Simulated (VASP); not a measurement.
# Cd2In (I4/mmm) in VASP: single point with PBE

Aim: the single point of Cd2In with PBE.

All numbers are computed with VASP 6.6.1; they aren't measurements. Logs are shortened: lines on timing, memory, paths and dates and some standing lists are left out, and cuts for length are marked.

### 1 The cell of the first run

It takes space group I4/mmm (No. 139, tetragonal). The conventional cell has a = 4.088 Å, b = 4.088 Å, c = 8.982 Å, α = 90.00°, β = 90.00°, γ = 90.00°. Cd (site symmetry 4mm) has 5 Cd at 2.98 to 3.26 Å and 5 In at 3.00 to 3.25 Å within 3.9 Å. Within 4.1 Å of In (site symmetry 4/mmm) lie 10 Cd at 3.00 to 3.25 Å and 4 In at 4.09 Å.

### 2 Single point, PBE

The input, INCAR:

```
PREC = Accurate ; ENCUT = 520
EDIFF = 1E-7 ; ISMEAR = 0
SIGMA = 0.1 ; LREAL = F
LASPH = T ; NELM = 80
ALGO = Fast ; ISIF = 2
LWAVE = F ; LCHARG = F
GGA = PE ; NBANDS = 26
```

The input, KPOINTS:

```
regular mesh
0
Gamma
  16 16 16
```

The input, POSCAR:

```
Cd2In
1.0
   -2.0438626290      2.0438626290      4.4908922764
    2.0438626290     -2.0438626290      4.4908922764
    2.0438626290      2.0438626290     -4.4908922764
Cd In
2 1
Direct
    0.6657402615      0.6657402615      0.0000000000
    0.3342597385      0.3342597385      0.0000000000
    0.0000000000      0.0000000000      0.0000000000
```

Potentials or basis: VASP PAW PBE potentials, release 64 (Cd, In_d).

Command:

```
> cat potpaw_PBE.64/Cd/POTCAR potpaw_PBE.64/In_d/POTCAR > POTCAR
> mpirun -np 1 vasp_std > vasp.out
```

OUTCAR:

```text
PREC = Accurate
   ENCUT = 520
   EDIFF = 1E-7
   ISMEAR = 0
   LREAL = F
   LASPH = T
   NELM = 80
   ISIF = 2
   GGA = PE

 ion  position               nearest neighbor table
   1  0.666  0.666  0.000-   2 2.98   3 3.00   3 3.25   3 3.25   3 3.25   3 3.25   2 3.26   2 3.26
                             2 3.26   2 3.26
   2  0.334  0.334  0.000-   1 2.98   3 3.00   3 3.25   3 3.25   3 3.25   3 3.25   1 3.26   1 3.26
                             1 3.26   1 3.26
   3  0.000  0.000  0.000-   1 3.00   2 3.00   1 3.25   2 3.25   1 3.25   1 3.25   1 3.25   2 3.25
                             2 3.25   2 3.25

  LATTYP: Found a body centered tetragonal cell.
 ALAT       =     4.0877252580
 C/A-ratio  =     2.1972573952

  Lattice vectors:

 A1 = (  -2.0438626290,   2.0438626290,   4.4908922764)
 A2 = (   2.0438626290,  -2.0438626290,   4.4908922764)
 A3 = (   2.0438626290,   2.0438626290,  -4.4908922764)

Analysis of symmetry for initial positions (statically):
=====================================================================
 Subroutine PRICEL returns:
 Original cell was already a primitive cell.

 Routine SETGRP: Setting up the symmetry group for a
 body centered tetragonal supercell.

 Subroutine GETGRP returns: Found 16 space group operations
 (whereof 16 operations were pure point group operations)
 out of a pool of 16 trial point group operations.

The static configuration has the point symmetry D_4h.

Analysis of symmetry for dynamics (positions and initial velocities):
=====================================================================
 Subroutine PRICEL returns:
 Original cell was already a primitive cell.

 Routine SETGRP: Setting up the symmetry group for a
 body centered tetragonal supercell.

 Subroutine GETGRP returns: Found 16 space group operations
 (whereof 16 operations were pure point group operations)
 out of a pool of 16 trial point group operations.

The dynamic configuration has the point symmetry D_4h.

 Subroutine INISYM returns: Found 16 space group operations
 (whereof 16 operations are pure point group operations),
 and found     1 'primitive' translations

----------------------------------------------------------------------------------------

                                     Primitive cell

  volume of cell :      75.0406

  direct lattice vectors                    reciprocal lattice vectors
    -2.043862629  2.043862629  4.490892276     0.000000000  0.244634836  0.111336449
     2.043862629 -2.043862629  4.490892276     0.244634836  0.000000000  0.111336449
     2.043862629  2.043862629 -4.490892276     0.244634836  0.244634836  0.000000000

  length of vectors
     5.340679950  5.340679950  5.340679950     0.268778735  0.268778735  0.345965904

  position of ions in fractional coordinates (direct lattice)
     0.665740261  0.665740261  0.000000000
     0.334259739  0.334259739  0.000000000
     0.000000000  0.000000000  0.000000000

  ion indices of the primitive-cell ions
   primitive index   ion index
                 1           1
                 2           2
                 3           3

----------------------------------------------------------------------------------------

 KPOINTS: regular mesh

Automatic generation of k-mesh.
 Grid dimensions read from file:
 generate k-points for:   16   16   16

 Generating k-lattice:

  Cartesian coordinates                     Fractional coordinates (reciprocal lattice)
     0.000000000  0.015289677  0.006958528     0.062500000  0.000000000 -0.000000000
     0.015289677  0.000000000  0.006958528     0.000000000  0.062500000 -0.000000000
     0.015289677  0.015289677  0.000000000     0.000000000  0.000000000  0.062500000

  Length of vectors
     0.016798671  0.016798671  0.021622869

  Shift w.r.t. Gamma in fractional coordinates (k-lattice)
     0.000000000  0.000000000  0.000000000

 Subroutine IBZKPT returns following result:
 ===========================================

 Found    349 irreducible k-points:

 Following reciprocal coordinates:
            Coordinates               Weight
  0.000000  0.000000  0.000000      1.000000
  0.062500  0.000000 -0.000000      8.000000
  0.125000  0.000000 -0.000000      8.000000
  0.187500  0.000000 -0.000000      8.000000
  0.250000  0.000000 -0.000000      8.000000
  0.312500  0.000000 -0.000000      8.000000
[... 16 lines left out ...]
 -0.125000  0.062500  0.000000     16.000000
 -0.062500  0.062500  0.000000      4.000000
 [... further k-points ...]
   k-points           NKPTS =    349   k-points in BZ     NKDIM =    349   number of bands    NBANDS=     26
   number of dos      NEDOS =    301   number of ions     NIONS =      3
   total plane-waves  NPLWV =  64000
   dimension x,y,z NGX =    40 NGY =   40 NGZ =   40
   dimension x,y,z NGXF=    80 NGYF=   80 NGZF=   80
   ions per type =               2   1
   NGX,Y,Z   is equivalent  to a cutoff of  12.45, 12.45, 12.45 a.u.
   NGXF,Y,Z  is equivalent  to a cutoff of  24.90, 24.90, 24.90 a.u.
 SYSTEM =  unknown system
   PREC   = accura    normal or accurate (medium, high low for compatibility)
   ISTART =      0    job   : 0-new  1-cont  2-samecut
   ICHARG =      2    charge: 1-file 2-atom 10-const
   ISPIN  =      1    spin polarized calculation?
   LNONCOLLINEAR =      F non collinear calculations
   LSORBIT =      F    spin-orbit coupling
   LASPH  =      T    aspherical Exc in radial PAW
   ENCUT  =  520.0 eV  38.22 Ry    6.18 a.u.   9.93  9.93  9.93*2*pi/ulx,y,z
   NELM   =     80;   NELMIN=  2; NELMDL= -5     # of ELM steps
   EDIFF  = 0.1E-06   stopping-criterion for ELM
   LREAL  =      F    real-space projection
   EDIFFG = 0.1E-05   stopping-criterion for IOM
   NSW    =      0    number of steps for IOM
   IBRION =     -1    ionic relax: 0-MD 1-quasi-New 2-CG
   NFREE  =      0    steps in history (QN), initial steepest desc. (CG)
   ISIF   =      2    stress and relaxation
   ISYM   =      2    0-nonsym 1-usesym 2-fastsym
   POTIM  = 0.5000    time-step for ionic-motion
   TEBEG  =    0.0;   TEEND  =   0.0 temperature during run
   PSTRESS=    0.0 pullay stress
   NELECT =      37.0000    total number of electrons
   NUPDOWN=      -1.0000    fix difference up-down
   EMIN   =  10.00;   EMAX   =-10.00  energy-range for DOS
   EFERMI =   0.00;   METHOD = LEGACY
   ISMEAR =     0;   SIGMA  =   0.10  broadening in eV -4-tet -1-fermi 0-gaus
   EFERMI_NEDOS =   21; number of points for ismear=-14 and -15
   IALGO  =     68    algorithm
   IMIX   =      4    mixing-type and parameters
     AMIX     =   0.40;   BMIX     =  1.00
     AMIX_MAG =   1.60;   BMIX_MAG =  1.00
  volume/ion in A,a.u.               =      25.01       168.80
  Fermi-wavevector in a.u.,A,eV,Ry     =   1.293332  2.444043 22.758573  1.672708
  Thomas-Fermi vector in A             =   2.424984
   LORBIT       =      0    0 simple, 1 ext, 2 COOP (PROOUT), +10 PAW based schemes
   GGA     = PE    functional components
   LHFCALC =     F    Hartree Fock is set to
   AEXX    =    0.0000 exact exchange contribution
   IVDW    =     0    specifies the selected vdW correction
   LEPSILON=     F    determine dielectric tensor
   LRPA    =     F    only Hartree local field effects (RPA)
 non-spin polarized calculation
 RMM-DIIS sequential band-by-band and
 Gauss-broadening in eV      SIGMA  =   0.10
  energy-cutoff  :      520.00
  volume of cell :       75.04
 maximum number of plane-waves:      2042
   NGX = 19   NGY = 19   NGZ = 19

 number of electron      37.0000003 magnetization

 Free energy of the ion-electron system (eV)
  ---------------------------------------------------
  ext. energy  EPLUGINS =         0.00000000
  ---------------------------------------------------
  free energy    TOTEN  =        -3.94225243 eV

  energy without entropy =       -3.93603639  energy(sigma->0) =       -3.93914441

 E-fermi :   4.0229     XC(G=0): -10.3254

 val. band max:        4.0222713563   @ k =   0.5000   0.2500  -0.0000
 cond. band min:       4.0262630729   @ k =  -0.4375   0.4375   0.0000
 fundamental gap:      0.0039917166
 Fermi energy:         4.0228882563

 k-point     1 :       0.0000    0.0000    0.0000
  band No.  band energies     occupation
      1     -10.6148      2.00000
      2     -10.6098      2.00000
      3     -10.5849      2.00000
      4     -10.5615      2.00000
      5     -10.5615      2.00000
      6      -5.1155      2.00000
[... 18 lines left out ...]
     25      10.0813      0.00000
     26      10.8518      0.00000

 k-point     2 :       0.0625    0.0000   -0.0000
  band No.  band energies     occupation
      1     -10.6133      2.00000
      2     -10.6091      2.00000
      3     -10.5857      2.00000
      4     -10.5626      2.00000
      5     -10.5617      2.00000
      6      -5.1169      2.00000
[... 18 lines left out ...]
     25      10.2700      0.00000
     26      11.1306      0.00000

 k-point     3 :       0.1250    0.0000   -0.0000
  band No.  band energies     occupation
      1     -10.6119      2.00000
      2     -10.6046      2.00000
      3     -10.5877      2.00000
      4     -10.5657      2.00000
      5     -10.5621      2.00000
      6      -5.1236      2.00000
[... 18 lines left out ...]
     25      10.8199      0.00000
     26      11.9324      0.00000

 k-point     4 :       0.1875    0.0000   -0.0000
  band No.  band energies     occupation
      1     -10.6118      2.00000
      2     -10.5958      2.00000
      3     -10.5908      2.00000
      4     -10.5703      2.00000
      5     -10.5628      2.00000
      6      -5.1363      2.00000
[... 18 lines left out ...]
     25      11.6220      0.00000
     26      11.9306      0.00000
[... 496 lines left out ...]
      1     -10.6097      2.00000
      2     -10.5952      2.00000
      3     -10.5917      2.00000
      4     -10.5704      2.00000
      5     -10.5637      2.00000
      6      -5.1625      2.00000
[... 18 lines left out ...]
     25      10.9662      0.00000
     26      11.8606      0.00000

 k-point    23 :      -0.1250    0.0625    0.0000
  band No.  band energies     occupation
      1     -10.6097      2.00000
      2     -10.6043      2.00000
      3     -10.5886      2.00000
      4     -10.5659      2.00000
      5     -10.5630      2.00000
      6      -5.1417      2.00000
[... 18 lines left out ...]
     25      11.0237      0.00000
     26      11.8393      0.00000

 k-point    24 :      -0.0625    0.0625    0.0000
  band No.  band energies     occupation
      1     -10.6114      2.00000
      2     -10.6087      2.00000
      3     -10.5865      2.00000
      4     -10.5631      2.00000
      5     -10.5625      2.00000
      6      -5.1246      2.00000
[... 18 lines left out ...]
     25      10.4895      0.00000
     26      11.2751      0.00000

 [... further k-points ...]

------------------------ aborting loop because EDIFF is reached ----------------------------------------

  FORCE on cell =-STRESS in cart. coord.  units (eV):
  Direction    XX          YY          ZZ          XY          YZ          ZX
  --------------------------------------------------------------------------------------
  -------------------------------------------------------------------------------------
  Total        0.0404035      0.0404035      0.0754886      0.0000000      0.0000000      0.0000000
  in kB        0.8626481      0.8626481      1.6117431      0.0000000      0.0000000      0.0000000
  external PRESSURE =       1.1123464 kB  Pullay stress =       0.0000000 kB

 VOLUME and BASIS-vectors are now :
 -----------------------------------------------------------------------------
  energy-cutoff  :      520.00
  volume of cell :       75.04
      direct lattice vectors                 reciprocal lattice vectors
    -2.043862629  2.043862629  4.490892276     0.000000000  0.244634836  0.111336449
     2.043862629 -2.043862629  4.490892276     0.244634836  0.000000000  0.111336449
     2.043862629  2.043862629 -4.490892276     0.244634836  0.244634836  0.000000000

 POSITION                                       TOTAL-FORCE (eV/Angst)
 -----------------------------------------------------------------------------------
      0.00000      0.00000      5.97954        -0.000000     -0.000000      0.002752
      0.00000      0.00000      3.00225         0.000000      0.000000     -0.002752
      0.00000      0.00000      0.00000         0.000000      0.000000     -0.000000
 -----------------------------------------------------------------------------------
    total drift:                                0.000000      0.000000     -0.000000

  FREE ENERGIE OF THE ION-ELECTRON SYSTEM (eV)
  ---------------------------------------------------
  free  energy   TOTEN  =        -3.9422524305 eV

  energy  without entropy=       -3.9360363884  energy(sigma->0) =       -3.93914441
```

It took 7 min on 1 thread of Intel Xeon 6975P-C (Granite Rapids), shared host; peak memory 0.72 GiB.

What came out:

| Property | Result |
| --- | --- |
| Free energy | -3.9423 eV |
| Pressure | 0.1 GPa |
| Band gap on the k mesh | zero (an odd number of electrons rules out a gap without spin polarisation) |

Forces on the atoms (eV/Å):
```
Cd   0.000  0.000  0.003
Cd   0.000  0.000 -0.003
In   0.000  0.000  0.000
```

Caveat: spin-orbit coupling is left out, which moves the levels of the heavy elements.
